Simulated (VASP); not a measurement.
# ScAl (Pm-3m) in VASP: relaxation of cell and atoms with PBEsol

Aim: the relaxation of cell and atoms of ScAl with PBEsol.

Everything below comes from runs of VASP 6.6.1. Logs are shortened: lines on timing, memory, paths and dates and some standing lists are left out, and cuts for length are marked.

### Step 1. The cell of the first run

Symmetry: Pm-3m, No. 221, cubic system. Conventional cell: a = 3.370 Å, b = 3.370 Å, c = 3.370 Å, α = 90.00°, β = 90.00°, γ = 90.00°. Sc (site symmetry m-3m) has 8 Al at 2.92 Å and 6 Sc at 3.37 Å within 3.8 Å. Al (site symmetry m-3m) has 8 Sc at 2.92 Å and 6 Al at 3.37 Å within 3.8 Å.

### Step 2. Relaxation of cell and atoms, PBEsol

INCAR

```
PREC = Accurate ; ENCUT = 600
EDIFF = 1E-6 ; ISMEAR = -1
SIGMA = 0.1 ; LREAL = F
LASPH = T ; NELM = 100
ALGO = Normal ; ISIF = 3
LWAVE = F ; LCHARG = F
GGA = PS ; IBRION = 2
NSW = 100 ; EDIFFG = -0.002
```

KPOINTS

```
Automatic mesh
0
Gamma
  14 14 14
```

POSCAR

```
ScAl
1.0
    3.3703489700      0.0000000000      0.0000000000
    0.0000000000      3.3703489700      0.0000000000
    0.0000000000      0.0000000000      3.3703489700
Sc Al
1 1
Direct
    0.5000000000      0.5000000000      0.5000000000
    0.0000000000      0.0000000000      0.0000000000
```

Potentials or basis: VASP PAW PBE potentials, release 64 (Sc_sv, Al).

On the command line:

```sh
$ cat potpaw_PBE.64/Sc_sv/POTCAR potpaw_PBE.64/Al/POTCAR > POTCAR
$ mpirun -np 1 vasp_std > vasp.out
```

OUTCAR:

```text
PREC = Accurate
   ENCUT = 600
   EDIFF = 1E-6
   ISMEAR = -1
   LREAL = F
   LASPH = T
   NELM = 100
   ISIF = 3
   GGA = PS
   IBRION = 2
   NSW = 100
   EDIFFG = -0.002

 ion  position               nearest neighbor table
   1  0.500  0.500  0.500-   2 2.92   2 2.92   2 2.92   2 2.92   2 2.92   2 2.92   2 2.92   2 2.92

   2  0.000  0.000  0.000-   1 2.92   1 2.92   1 2.92   1 2.92   1 2.92   1 2.92   1 2.92   1 2.92

  LATTYP: Found a simple cubic cell.
 ALAT       =     3.3703489700

  Lattice vectors:

 A1 = (   3.3703489700,   0.0000000000,   0.0000000000)
 A2 = (   0.0000000000,   3.3703489700,   0.0000000000)
 A3 = (   0.0000000000,   0.0000000000,   3.3703489700)

Analysis of symmetry for initial positions (statically):
=====================================================================
 Subroutine PRICEL returns:
 Original cell was already a primitive cell.

 Routine SETGRP: Setting up the symmetry group for a
 simple cubic supercell.

 Subroutine GETGRP returns: Found 48 space group operations
 (whereof 48 operations were pure point group operations)
 out of a pool of 48 trial point group operations.

The static configuration has the point symmetry O_h .

Analysis of symmetry for dynamics (positions and initial velocities):
=====================================================================
 Subroutine PRICEL returns:
 Original cell was already a primitive cell.

 Routine SETGRP: Setting up the symmetry group for a
 simple cubic supercell.

 Subroutine GETGRP returns: Found 48 space group operations
 (whereof 48 operations were pure point group operations)
 out of a pool of 48 trial point group operations.

The dynamic configuration has the point symmetry O_h .

 Subroutine INISYM returns: Found 48 space group operations
 (whereof 48 operations are pure point group operations),
 and found     1 'primitive' translations

----------------------------------------------------------------------------------------

                                     Primitive cell

  volume of cell :      38.2846

  direct lattice vectors                    reciprocal lattice vectors
     3.370348970  0.000000000  0.000000000     0.296705181  0.000000000  0.000000000
     0.000000000  3.370348970  0.000000000     0.000000000  0.296705181  0.000000000
     0.000000000  0.000000000  3.370348970     0.000000000  0.000000000  0.296705181

  length of vectors
     3.370348970  3.370348970  3.370348970     0.296705181  0.296705181  0.296705181

  position of ions in fractional coordinates (direct lattice)
     0.500000000  0.500000000  0.500000000
     0.000000000  0.000000000  0.000000000

  ion indices of the primitive-cell ions
   primitive index   ion index
                 1           1
                 2           2

----------------------------------------------------------------------------------------

 KPOINTS: Automatic mesh

Automatic generation of k-mesh.
 Grid dimensions read from file:
 generate k-points for:   14   14   14

 Generating k-lattice:

  Cartesian coordinates                     Fractional coordinates (reciprocal lattice)
     0.021193227  0.000000000  0.000000000     0.071428571  0.000000000  0.000000000
     0.000000000  0.021193227  0.000000000     0.000000000  0.071428571  0.000000000
     0.000000000  0.000000000  0.021193227     0.000000000  0.000000000  0.071428571

  Length of vectors
     0.021193227  0.021193227  0.021193227

  Shift w.r.t. Gamma in fractional coordinates (k-lattice)
     0.000000000  0.000000000  0.000000000

 Subroutine IBZKPT returns following result:
 ===========================================

 Found    120 irreducible k-points:

 Following reciprocal coordinates:
            Coordinates               Weight
  0.000000  0.000000  0.000000      1.000000
  0.071429  0.000000  0.000000      6.000000
  0.142857  0.000000  0.000000      6.000000
  0.214286  0.000000  0.000000      6.000000
  0.285714  0.000000  0.000000      6.000000
  0.357143  0.000000  0.000000      6.000000
[... 16 lines left out ...]
  0.285714  0.214286  0.000000     24.000000
  0.357143  0.214286  0.000000     24.000000
 [... further k-points ...]
   k-points           NKPTS =    120   k-points in BZ     NKDIM =    120   number of bands    NBANDS=     11
   number of dos      NEDOS =    301   number of ions     NIONS =      2
   total plane-waves  NPLWV =  21952
   dimension x,y,z NGX =    28 NGY =   28 NGZ =   28
   dimension x,y,z NGXF=    56 NGYF=   56 NGZF=   56
   ions per type =               1   1
   NGX,Y,Z   is equivalent  to a cutoff of  13.81, 13.81, 13.81 a.u.
   NGXF,Y,Z  is equivalent  to a cutoff of  27.62, 27.62, 27.62 a.u.
 SYSTEM =  unknown system
   PREC   = accura    normal or accurate (medium, high low for compatibility)
   ISTART =      0    job   : 0-new  1-cont  2-samecut
   ICHARG =      2    charge: 1-file 2-atom 10-const
   ISPIN  =      1    spin polarized calculation?
   LNONCOLLINEAR =      F non collinear calculations
   LSORBIT =      F    spin-orbit coupling
   LASPH  =      T    aspherical Exc in radial PAW
   ENCUT  =  600.0 eV  44.10 Ry    6.64 a.u.   6.73  6.73  6.73*2*pi/ulx,y,z
   NELM   =    100;   NELMIN=  2; NELMDL= -5     # of ELM steps
   EDIFF  = 0.1E-05   stopping-criterion for ELM
   LREAL  =      F    real-space projection
   EDIFFG = -.2E-02   stopping-criterion for IOM
   NSW    =    100    number of steps for IOM
   IBRION =      2    ionic relax: 0-MD 1-quasi-New 2-CG
   NFREE  =      1    steps in history (QN), initial steepest desc. (CG)
   ISIF   =      3    stress and relaxation
   ISYM   =      2    0-nonsym 1-usesym 2-fastsym
   POTIM  = 0.5000    time-step for ionic-motion
   TEBEG  =    0.0;   TEEND  =   0.0 temperature during run
   PSTRESS=    0.0 pullay stress
   NELECT =      14.0000    total number of electrons
   NUPDOWN=      -1.0000    fix difference up-down
   EMIN   =  10.00;   EMAX   =-10.00  energy-range for DOS
   EFERMI =   0.00;   METHOD = LEGACY
   ISMEAR =    -1;   SIGMA  =   0.10  broadening in eV -4-tet -1-fermi 0-gaus
   EFERMI_NEDOS =   21; number of points for ismear=-14 and -15
   IALGO  =     38    algorithm
   IMIX   =      4    mixing-type and parameters
     AMIX     =   0.40;   BMIX     =  1.00
     AMIX_MAG =   1.60;   BMIX_MAG =  1.00
  volume/ion in A,a.u.               =      19.14       129.18
  Fermi-wavevector in a.u.,A,eV,Ry     =   1.170692  2.212287 18.647052  1.370520
  Thomas-Fermi vector in A             =   2.307147
   LORBIT       =      0    0 simple, 1 ext, 2 COOP (PROOUT), +10 PAW based schemes
   GGA     = PS    functional components
   LHFCALC =     F    Hartree Fock is set to
   AEXX    =    0.0000 exact exchange contribution
   IVDW    =     0    specifies the selected vdW correction
   LEPSILON=     F    determine dielectric tensor
   LRPA    =     F    only Hartree local field effects (RPA)
 conjugate gradient relaxation of ions
 non-spin polarized calculation
  energy-cutoff  :      600.00
  volume of cell :       38.28
 maximum number of plane-waves:      1328
 NGX is ok and might be reduce to    28
   NGX = 13   NGY = 13   NGZ = 13

--------------------------------------- Ionic step        1  -------------------------------------------

 number of electron      14.0000002 magnetization

 Free energy of the ion-electron system (eV)
  ---------------------------------------------------
  ext. energy  EPLUGINS =         0.00000000
  ---------------------------------------------------
  free energy    TOTEN  =       -11.63388517 eV

  energy without entropy =      -11.60340824  energy(sigma->0) =      -11.61864670

------------------------ aborting loop because EDIFF is reached ----------------------------------------

  FORCE on cell =-STRESS in cart. coord.  units (eV):
  Direction    XX          YY          ZZ          XY          YZ          ZX
  --------------------------------------------------------------------------------------
  -------------------------------------------------------------------------------------
  Total       -0.3692889     -0.3692889     -0.3692889     -0.0000000      0.0000000     -0.0000000
  in kB      -15.4544046    -15.4544046    -15.4544046     -0.0000000      0.0000000     -0.0000000
  external PRESSURE =     -15.4544046 kB  Pullay stress =       0.0000000 kB
[... 57 lines left out ...]
  energy  without entropy=      -11.6081660760  energy(sigma->0) =      -11.62265104

--------------------------------------- Ionic step        3  -------------------------------------------

 number of electron      14.0000002 magnetization

 Free energy of the ion-electron system (eV)
  ---------------------------------------------------
  ext. energy  EPLUGINS =         0.00000000
  ---------------------------------------------------
  free energy    TOTEN  =       -11.63759190 eV

  energy without entropy =      -11.60824091  energy(sigma->0) =      -11.62291641

 E-fermi :   6.1247     XC(G=0): -10.4879

 val. band max:        6.1235281636   @ k =   0.3571   0.0714   0.0000
 cond. band min:       6.1448356277   @ k =   0.5000   0.3571   0.0714
 fundamental gap:      0.0213074641
 Fermi energy:         6.1247195501

 k-point     1 :       0.0000    0.0000    0.0000
  band No.  band energies     occupation
      1     -43.0377      2.00000
      2     -21.7134      2.00000
      3     -21.7134      2.00000
      4     -21.7134      2.00000
      5      -2.4099      2.00000
      6       5.4207      1.99825
      7       5.4207      1.99825
      8       8.8987      0.00000
      9       8.8987      0.00000
     10       8.8987      0.00000
     11       9.9483      0.00000
[... 309 lines left out ...]
 k-point    24 :       0.3571    0.2143    0.0000
  band No.  band energies     occupation
      1     -43.0181      2.00000
      2     -21.8626      2.00000
      3     -21.7722      2.00000
      4     -21.6923      2.00000
      5      -0.1574      2.00000
      6       3.3526      2.00000
      7       5.4359      1.99796
      8       6.7871      0.00265
      9       7.3657      0.00001
     10       8.3855      0.00000
     11       9.7809      0.00000

 [... further k-points ...]
[... 5 lines left out ...]
  --------------------------------------------------------------------------------------
  -------------------------------------------------------------------------------------
  Total        0.0007417      0.0007417      0.0007417     -0.0000000     -0.0000000      0.0000000
  in kB        0.0316650      0.0316650      0.0316650     -0.0000000     -0.0000000      0.0000000
  external PRESSURE =       0.0316650 kB  Pullay stress =       0.0000000 kB
[... 17 lines left out ...]
  FREE ENERGIE OF THE ION-ELECTRON SYSTEM (eV)
  ---------------------------------------------------
  free  energy   TOTEN  =       -11.6375918962 eV

  energy  without entropy=      -11.6082409145  energy(sigma->0) =      -11.62291641

 reached required accuracy - stopping structural energy minimisation
```

Run time: 46 s. Hardware: 1 thread of Intel Xeon Platinum 8559C (Emerald Rapids), shared host; peak memory 0.21 GiB.

What came out:

| Item | Value |
| --- | --- |
| Free energy | -11.6376 eV |
| Relaxed volume | 18.76 Å³/atom |
| Relaxed cell | a = 3.348 Å, b = 3.348 Å, c = 3.348 Å, α = 90.00°, β = 90.00°, γ = 90.00° |
| Space group after relaxing (to 0.05 Å) | Pm-3m (No. 221) |
| Energy gained by relaxing | 1.9 meV/atom |
| Ionic steps | 3 |
| Pressure after relaxing | 0.0 GPa |
| Band gap on the k mesh | zero (band 7 reaches 6.44 eV, above the bottom of band 8 at 5.27 eV) |

Step by step:
| step | energy change (eV) | largest force (eV/Å) | pressure (GPa) | volume (Å³) |
| --- | --- | --- | --- | --- |
| 1 | 0.0000 | 0.0000 | -1.55 | 38.28 |
| 2 | -0.0033 | 0.0000 | 0.57 | 37.27 |
| 3 | -0.0037 | 0.0000 | 0.00 | 37.53 |

Final structure:
```cif
data_structure
_symmetry_space_group_name_H-M 'P 1'
_symmetry_Int_Tables_number 1
_cell_length_a 3.3480
_cell_length_b 3.3480
_cell_length_c 3.3480
_cell_angle_alpha 90.000
_cell_angle_beta 90.000
_cell_angle_gamma 90.000
_cell_volume 37.53
loop_
_atom_site_label
_atom_site_type_symbol
_atom_site_fract_x
_atom_site_fract_y
_atom_site_fract_z
_atom_site_occupancy
Sc1 Sc 0.50000 0.50000 0.50000 1
Al1 Al 0.00000 0.00000 0.00000 1
```

Caveat: the PAW data sets were made with another functional, which shifts forces and pressure a little.
